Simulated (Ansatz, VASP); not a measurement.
# Two plane-wave programs on BaTiO3

File INCAR:

```
SYSTEM = BaTiO3
ALGO = Normal
EDIFF = 1E-6
EDIFFG = -0.005
ENCUT = 600
GGA = PE
IBRION = 2
ISIF = 3
ISMEAR = 0
LASPH = .True.
LCHARG = .False.
LREAL = .False.
LWAVE = .False.
NELM = 80
NSW = 100
PREC = Accurate
SIGMA = 0.02
```

Contents of KPOINTS:

```
k-points
0
Gamma
  6 6 6
  0 0 0
```

POSCAR

```
BaTiO3
1.0
    2.8276681575      1.6325549719      2.3177316080
   -2.8276681575      1.6325549719      2.3177316080
    0.0000000000     -3.2651099438      2.3177316080
Ba Ti O
1 1 3
Direct
    0.0000000000      0.0000000000      0.0000000000
    0.5140000000      0.5140000000      0.5140000000
    0.4916000000      0.4916000000      0.9815000000
    0.4916000000      0.9815000000      0.4916000000
    0.9815000000      0.4916000000      0.4916000000
```

Input for Ansatz:

```yaml
crystal:
  lattice:
    - [2.8276681575, 1.6325549719, 2.317731608]
    - [-2.8276681575, 1.6325549719, 2.317731608]
    - [0.0, -3.2651099438, 2.317731608]
  atoms:
    - { symbol: Ba, position: [0.0, 0.0, 0.0] }
    - { symbol: Ti, position: [0.514, 0.514, 0.514] }
    - { symbol: O, position: [0.4916, 0.4916, 0.9815] }
    - { symbol: O, position: [0.4916, 0.9815, 0.4916] }
    - { symbol: O, position: [0.9815, 0.4916, 0.4916] }
basis:
  ecutwfc: 420
kpoints:
  mp_grid: { grid: [6, 6, 6] }
hamiltonian:
  xc: pbe
scf:
  occupations: { method: gaussian, width: 0.02 }
output:
  forces: true
  stress: true
  eigenvalues: true
  write_density: true
  write_potential: true
  elf: true
  volumetric_format: npy
relax:
  adjacent_minimum: "off"
  f_tol: 0.005
  max_steps: 80
  cell: { stress_tol: 0.05 }
```

Alike in both runs: task relaxation of cell and atoms; functional PBE; k mesh 6 × 6 × 6; occupations gaussian, width 0.02 eV; no spin polarisation.

|  | VASP | Ansatz |
| --- | --- | --- |
| version | VASP 6.6.1 | Ansatz 0.2.0 |
| potentials or method | VASP PAW PBE potentials, release 64 (Ba_sv, Ti_sv, O), cutoff 600 eV | scalar-relativistic, plane waves, PAW |
| valence electrons in the cell | 40 | 40 |

|  | VASP | Ansatz | Ansatz less VASP |
| --- | --- | --- | --- |
| gap on the k mesh at the Fermi level, each at its own relaxed structure (eV) | 2.58 | 2.63 | +0.050 |
| relaxed volume (Å³/atom) | 13.52 | 13.38 | -0.140 |
| relaxed cell length with the largest relative difference (Å) | 4.074 | 4.060 | -0.0141 |

Neither program's run includes spin-orbit coupling.
